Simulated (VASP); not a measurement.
Set up this calculation in VASP 6.6.1, as the native input.

```
Task                   : relaxation of cell and atoms
Functional             : PBE
Potentials or basis    : VASP PAW PBE potentials, release 64 (Ga_d, B, As)
Cutoff                 : 600 eV
k mesh                 : 12 × 12 × 4
Occupations            : gaussian, width 0.1 eV
Spin                   : no spin polarisation
Dipole correction      : no
Further INCAR settings : ALGO = Normal; EDIFF = 1e-07; IBRION = 2; EDIFFG = -0.01; NSW = 100; ISIF = 3
```

The structure of Ga2BAs3 lies in POSCAR:

```
Ga2BAs3
1.0
    3.1319019588      0.0000000000      0.0000000000
    0.0000000000      3.1319019588      0.0000000000
    0.0000000000      0.0000000000     11.2496385202
Ga B As
2 1 3
Direct
    0.0000000000      0.0000000000      0.3398023094
    0.0000000000      0.0000000000      0.6601976906
    0.0000000000      0.0000000000      0.0000000000
    0.5000000000      0.5000000000      0.1086228153
    0.5000000000      0.5000000000      0.5000000000
    0.5000000000      0.5000000000      0.8913771847
```

The cell was generated, and may not be a known phase.

These files were run (other wordings do the same):

INCAR

```
SYSTEM = Ga2BAs3
PREC     = Accurate       ! precision mode
ENCUT    = 600            ! plane-wave cutoff, eV
EDIFF    = 1E-7           ! SCF threshold, eV
ISMEAR   = 0              ! smearing method
SIGMA    = 0.1            ! smearing width, eV
LREAL    = .FALSE.        ! projectors in reciprocal space
LASPH    = .TRUE.         ! aspherical terms in the spheres
NELM     = 60             ! most SCF steps
ALGO     = Normal         ! electronic algorithm
ISIF     = 3              ! what is computed and relaxed
LWAVE    = .FALSE.        ! write WAVECAR
LCHARG   = .FALSE.        ! write CHGCAR
GGA      = PE             ! functional
IBRION   = 2              ! ionic algorithm
NSW      = 100            ! ionic steps
EDIFFG   = -0.01          ! ionic threshold
```

KPOINTS

```
regular mesh
0
G
  12 12 4
  0 0 0
```

Potentials or basis: VASP PAW PBE potentials, release 64 (Ga_d, B, As).

Launch:

```sh
$ cat potpaw_PBE.64/Ga_d/POTCAR potpaw_PBE.64/B/POTCAR potpaw_PBE.64/As/POTCAR > POTCAR
$ mpirun -np 1 vasp_std > vasp.out
```

Results of the run:

- Relaxed volume: 18.76 Å³/atom
- Relaxed cell: a = 3.026 Å, b = 3.026 Å, c = 12.288 Å, α = 90.00°, β = 90.00°, γ = 90.00°
- Space group after relaxing (to 0.1 Å): P4/mmm (No. 123)
- Energy gained by relaxing: 26.6 meV/atom
- Ionic steps: 23
- Pressure after relaxing: 0.0 GPa
- Largest force after relaxing: 0.010 eV/Å

Caveat: the highest band is partly filled, so the run has too few bands.

Wall time 56 min on 1 thread of Oxide Virtual Turin-like Processor, on a shared host, peak memory 0.46 GiB.
